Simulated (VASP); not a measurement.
# Ga (Im-3m) in VASP: a series of runs, part 2 of 2

VASP 6.6.1. Earlier steps stand in the parts before.

### Step 4. Single point, PBE (11.61 Å³/atom)

Input file INCAR:

```
SYSTEM = Ga
PREC = Accurate
ENCUT = 520
EDIFF = 1E-7
ISMEAR = -1
SIGMA = 0.05
LREAL = .False.
LASPH = .True.
NELM = 100
ALGO = Normal
ISIF = 2
LWAVE = .False.
LCHARG = .True.
GGA = PE
LELF = .True.
LVHAR = .True.
NBANDS = 12
```

Input file KPOINTS:

```
regular mesh
0
Gamma
  19 19 19
  0 0 0
```

Input file POSCAR:

```
Ga
1.0
   -1.4265769884      1.4265769884      1.4265769884
    1.4265769884     -1.4265769884      1.4265769884
    1.4265769884      1.4265769884     -1.4265769884
Ga
1
Direct
    0.0000000000      0.0000000000      0.0000000000
```

Potentials or basis: VASP PAW PBE potentials, release 64 (Ga_d).

Launch:

```
$ cat potpaw_PBE.64/Ga_d/POTCAR > POTCAR
$ mpirun -np 1 vasp_std > vasp.out
```

OUTCAR:

```text
SYSTEM = Ga
   PREC = Accurate
   ENCUT = 520
   EDIFF = 1E-7
   ISMEAR = -1
   LREAL = .False.
   LASPH = .True.
   NELM = 100
   ISIF = 2
   GGA = PE

 ion  position               nearest neighbor table
   1  0.000  0.000  0.000-

  LATTYP: Found a body centered cubic cell.
 ALAT       =     2.8531539768

  Lattice vectors:

 A1 = (  -1.4265769884,   1.4265769884,   1.4265769884)
 A2 = (   1.4265769884,  -1.4265769884,   1.4265769884)
 A3 = (   1.4265769884,   1.4265769884,  -1.4265769884)

Analysis of symmetry for initial positions (statically):
=====================================================================
 Subroutine PRICEL returns:
 Original cell was already a primitive cell.

 Routine SETGRP: Setting up the symmetry group for a
 body centered cubic supercell.

 Subroutine GETGRP returns: Found 48 space group operations
 (whereof 48 operations were pure point group operations)
 out of a pool of 48 trial point group operations.

The static configuration has the point symmetry O_h .

Analysis of symmetry for dynamics (positions and initial velocities):
=====================================================================
 Subroutine PRICEL returns:
 Original cell was already a primitive cell.

 Routine SETGRP: Setting up the symmetry group for a
 body centered cubic supercell.

 Subroutine GETGRP returns: Found 48 space group operations
 (whereof 48 operations were pure point group operations)
 out of a pool of 48 trial point group operations.

The dynamic configuration has the point symmetry O_h .

 Subroutine INISYM returns: Found 48 space group operations
 (whereof 48 operations are pure point group operations),
 and found     1 'primitive' translations

----------------------------------------------------------------------------------------

                                     Primitive cell

  volume of cell :      11.6130

  direct lattice vectors                    reciprocal lattice vectors
    -1.426576988  1.426576988  1.426576988     0.000000000  0.350489321  0.350489321
     1.426576988 -1.426576988  1.426576988     0.350489321  0.000000000  0.350489321
     1.426576988  1.426576988 -1.426576988     0.350489321  0.350489321  0.000000000

  length of vectors
     2.470903825  2.470903825  2.470903825     0.495666751  0.495666751  0.495666751

  position of ions in fractional coordinates (direct lattice)
     0.000000000  0.000000000  0.000000000

  ion indices of the primitive-cell ions
   primitive index   ion index
                 1           1

----------------------------------------------------------------------------------------

 KPOINTS: regular mesh

Automatic generation of k-mesh.
 Grid dimensions read from file:
 generate k-points for:   19   19   19

 Generating k-lattice:

  Cartesian coordinates                     Fractional coordinates (reciprocal lattice)
     0.000000000  0.018446806  0.018446806     0.052631579  0.000000000  0.000000000
     0.018446806  0.000000000  0.018446806     0.000000000  0.052631579  0.000000000
     0.018446806  0.018446806  0.000000000     0.000000000  0.000000000  0.052631579

  Length of vectors
     0.026087724  0.026087724  0.026087724

  Shift w.r.t. Gamma in fractional coordinates (k-lattice)
     0.000000000  0.000000000  0.000000000

 Subroutine IBZKPT returns following result:
 ===========================================

 Found    220 irreducible k-points:

 Following reciprocal coordinates:
            Coordinates               Weight
  0.000000  0.000000  0.000000      1.000000
  0.052632  0.000000  0.000000     12.000000
  0.105263  0.000000  0.000000     12.000000
  0.157895  0.000000  0.000000     12.000000
  0.210526  0.000000  0.000000     12.000000
  0.263158  0.000000  0.000000     12.000000
[... 16 lines left out ...]
  0.263158  0.105263  0.000000     48.000000
  0.315789  0.105263  0.000000     48.000000
 [... further k-points ...]
   k-points           NKPTS =    220   k-points in BZ     NKDIM =    220   number of bands    NBANDS=     12
   number of dos      NEDOS =    301   number of ions     NIONS =      1
   total plane-waves  NPLWV =   5832
   dimension x,y,z NGX =    18 NGY =   18 NGZ =   18
   dimension x,y,z NGXF=    36 NGYF=   36 NGZF=   36
   ions per type =               1
   NGX,Y,Z   is equivalent  to a cutoff of  12.11, 12.11, 12.11 a.u.
   NGXF,Y,Z  is equivalent  to a cutoff of  24.22, 24.22, 24.22 a.u.
 SYSTEM =  Ga
   PREC   = accura    normal or accurate (medium, high low for compatibility)
   ISTART =      0    job   : 0-new  1-cont  2-samecut
   ICHARG =      2    charge: 1-file 2-atom 10-const
   ISPIN  =      1    spin polarized calculation?
   LNONCOLLINEAR =      F non collinear calculations
   LSORBIT =      F    spin-orbit coupling
   LASPH  =      T    aspherical Exc in radial PAW
   ENCUT  =  520.0 eV  38.22 Ry    6.18 a.u.   4.59  4.59  4.59*2*pi/ulx,y,z
   NELM   =    100;   NELMIN=  2; NELMDL= -5     # of ELM steps
   EDIFF  = 0.1E-06   stopping-criterion for ELM
   LREAL  =      F    real-space projection
   EDIFFG = 0.1E-05   stopping-criterion for IOM
   NSW    =      0    number of steps for IOM
   IBRION =     -1    ionic relax: 0-MD 1-quasi-New 2-CG
   NFREE  =      0    steps in history (QN), initial steepest desc. (CG)
   ISIF   =      2    stress and relaxation
   ISYM   =      2    0-nonsym 1-usesym 2-fastsym
   POTIM  = 0.5000    time-step for ionic-motion
   TEBEG  =    0.0;   TEEND  =   0.0 temperature during run
   PSTRESS=    0.0 pullay stress
   NELECT =      13.0000    total number of electrons
   NUPDOWN=      -1.0000    fix difference up-down
   EMIN   =  10.00;   EMAX   =-10.00  energy-range for DOS
   EFERMI =   0.00;   METHOD = LEGACY
   ISMEAR =    -1;   SIGMA  =   0.05  broadening in eV -4-tet -1-fermi 0-gaus
   EFERMI_NEDOS =   21; number of points for ismear=-14 and -15
   IALGO  =     38    algorithm
   IMIX   =      4    mixing-type and parameters
     AMIX     =   0.40;   BMIX     =  1.00
     AMIX_MAG =   1.60;   BMIX_MAG =  1.00
  volume/ion in A,a.u.               =      11.61        78.37
  Fermi-wavevector in a.u.,A,eV,Ry     =   1.699837  3.212227 39.313320  2.889447
  Thomas-Fermi vector in A             =   2.780082
   LORBIT       =      0    0 simple, 1 ext, 2 COOP (PROOUT), +10 PAW based schemes
   GGA     = PE    functional components
   LHFCALC =     F    Hartree Fock is set to
   AEXX    =    0.0000 exact exchange contribution
   IVDW    =     0    specifies the selected vdW correction
   LEPSILON=     F    determine dielectric tensor
   LRPA    =     F    only Hartree local field effects (RPA)
 non-spin polarized calculation
  energy-cutoff  :      520.00
  volume of cell :       11.61
 maximum number of plane-waves:       325
   NGX =  9   NGY =  9   NGZ =  9

 number of electron      13.0000010 magnetization

 Free energy of the ion-electron system (eV)
  ---------------------------------------------------
  ext. energy  EPLUGINS =         0.00000000
  ---------------------------------------------------
  free energy    TOTEN  =        -1.67078281 eV

  energy without entropy =       -1.66832320  energy(sigma->0) =       -1.66955301

 E-fermi :  11.4890     XC(G=0): -13.6841

 val. band max:       11.4760801626   @ k =   0.2632   0.2632   0.0526
 cond. band min:      11.5276640249   @ k =  -0.3684  -0.4737   0.2105
 fundamental gap:      0.0515838623
 Fermi energy:        11.4889917772

 k-point     1 :       0.0000    0.0000    0.0000
  band No.  band energies     occupation
      1      -4.5933      2.00000
      2      -4.5933      2.00000
      3      -4.5933      2.00000
      4      -4.3517      2.00000
      5      -4.0432      2.00000
      6      -4.0432      2.00000
      7      31.3268      0.00000
      8      31.3268      0.00000
      9      31.3268      0.00000
     10      32.3113      0.00000
     11      32.3113      0.00000
     12      32.3113      0.00000
[... 331 lines left out ...]
 k-point    24 :       0.3158    0.1053    0.0000
  band No.  band energies     occupation
      1      -4.8814      2.00000
      2      -4.8025      2.00000
      3      -4.1123      2.00000
      4      -4.0613      2.00000
      5      -3.8983      2.00000
      6       1.4954      2.00000
      7      11.8816      0.00078
      8      19.3993      0.00000
      9      22.8332      0.00000
     10      28.4549      0.00000
     11      31.8587      0.00000
     12      35.5708      0.00000

 [... further k-points ...]

------------------------ aborting loop because EDIFF is reached ----------------------------------------

  FORCE on cell =-STRESS in cart. coord.  units (eV):
  Direction    XX          YY          ZZ          XY          YZ          ZX
  --------------------------------------------------------------------------------------
  -------------------------------------------------------------------------------------
  Total        5.9599610      5.9599610      5.9599610      0.0000000      0.0000000     -0.0000000
  in kB      822.2584944    822.2584944    822.2584944      0.0000000      0.0000000     -0.0000000
  external PRESSURE =     822.2584944 kB  Pullay stress =       0.0000000 kB

 VOLUME and BASIS-vectors are now :
 -----------------------------------------------------------------------------
  energy-cutoff  :      520.00
  volume of cell :       11.61
      direct lattice vectors                 reciprocal lattice vectors
    -1.426576988  1.426576988  1.426576988     0.000000000  0.350489321  0.350489321
     1.426576988 -1.426576988  1.426576988     0.350489321  0.000000000  0.350489321
     1.426576988  1.426576988 -1.426576988     0.350489321  0.350489321  0.000000000

 POSITION                                       TOTAL-FORCE (eV/Angst)
 -----------------------------------------------------------------------------------
      0.00000      0.00000      0.00000         0.000000     -0.000000      0.000000
 -----------------------------------------------------------------------------------
    total drift:                                0.000000      0.000000      0.000000

  FREE ENERGIE OF THE ION-ELECTRON SYSTEM (eV)
  ---------------------------------------------------
  free  energy   TOTEN  =        -1.6707828147 eV

  energy  without entropy=       -1.6683231976  energy(sigma->0) =       -1.66955301
```

stdout:

```text
POSCAR found type information on POSCAR Ga
 POSCAR found :  1 types and       1 ions
 scaLAPACK will be used
 LDA part: xc-table for (Slater+PW92), standard interpolation
 POSCAR, INCAR and KPOINTS ok, starting setup
 FFT: planning ... GRIDC
 FFT: planning ... GRID_SOFT
 FFT: planning ... GRID
 WAVECAR not read
 entering main loop
```

It took 33 s on 1 thread of Intel Xeon 8259CL, shared host; peak memory 0.14 GiB.

Results:

* Free energy: -1.6708 eV
* Pressure: 82.2 GPa
* Band gap on the k mesh: zero (an odd number of electrons rules out a gap without spin polarisation)

Levels at points of the mesh, in eV from the Fermi level:
```
           k point  band 3  band 4  band 5  band 6  band 7  band 8  band 9  band 10
(0.00, 0.00, 0.00)  -16.08  -15.84  -15.53  -15.53   19.84   19.84   19.84    20.82
```

Caveat: the cell stands under pressure.

### Step 5. Single point, PBE

Input file INCAR:

```
SYSTEM = Ga
PREC = Accurate
ENCUT = 520
EDIFF = 1E-6
ISMEAR = -1
SIGMA = 0.05
LREAL = .FALSE.
LASPH = .TRUE.
NELM = 100
ALGO = Normal
ISIF = 2
LWAVE = .FALSE.
LCHARG = .FALSE.
GGA = PE
NBANDS = 12
```

Input file KPOINTS:

```
regular mesh
0
G
  19 19 19
  0 0 0
```

Input file POSCAR:

```
Ga
1.0
   -1.4260003349      1.4260003349      1.4260003349
    1.4260003349     -1.4260003349      1.4260003349
    1.4260003349      1.4260003349     -1.4260003349
Ga
1
Direct
    0.0000000000      0.0000000000      0.0000000000
```

Launch:

```
$ cat potpaw_PBE.64/Ga_d/POTCAR > POTCAR
$ mpirun -np 1 vasp_std > vasp.out
```

It took 32 s on 1 thread of Intel Xeon 8259CL, shared host; peak memory 0.14 GiB.

Results (log left out):

```
Free energy            : -1.6635 eV
Pressure               : 82.7 GPa
Band gap on the k mesh : zero (an odd number of electrons rules out a gap without spin polarisation)
```

Levels at points of the mesh, in eV from the Fermi level:
| k point | band 4 | band 5 | band 6 | band 7 | band 8 | band 9 |
| --- | --- | --- | --- | --- | --- | --- |
| (0.00, 0.00, 0.00) | -15.86 | -15.54 | -15.54 | 19.86 | 19.86 | 19.86 |

Caveat: the cell stands under pressure.

### Step 6. Summary

```csv
task,cell,cutoff (eV),gap on the mesh (eV),pressure (GPa)
relaxation of cell and atoms,"relaxed to 82 GPa from a = 2.470 Å, angles 109.5°, 1 atom",600,none,82.0
relaxation of cell and atoms,"relaxed from a = 2.912 Å, angles 109.5°, 1 atom",600,none,0.0
single point,"a = 2.471 Å, angles 109.5°, 1 atom",520,none,82.2
single point,"a = 2.470 Å, angles 109.5°, 1 atom",520,none,82.7
```

Alike in all rows: level PBE; potentials or basis VASP PAW PBE potentials, release 64 (Ga_d); no spin polarisation; k mesh 19 × 19 × 19; smearing fermi-dirac 0.05 eV.

Caveats: the cell stands under pressure (at least some runs); the cell is relaxed towards a set pressure, so the run minimises the enthalpy, not the energy (at least some runs).

Total energies depend on the potentials used, so only differences within one code and one set of settings carry meaning.
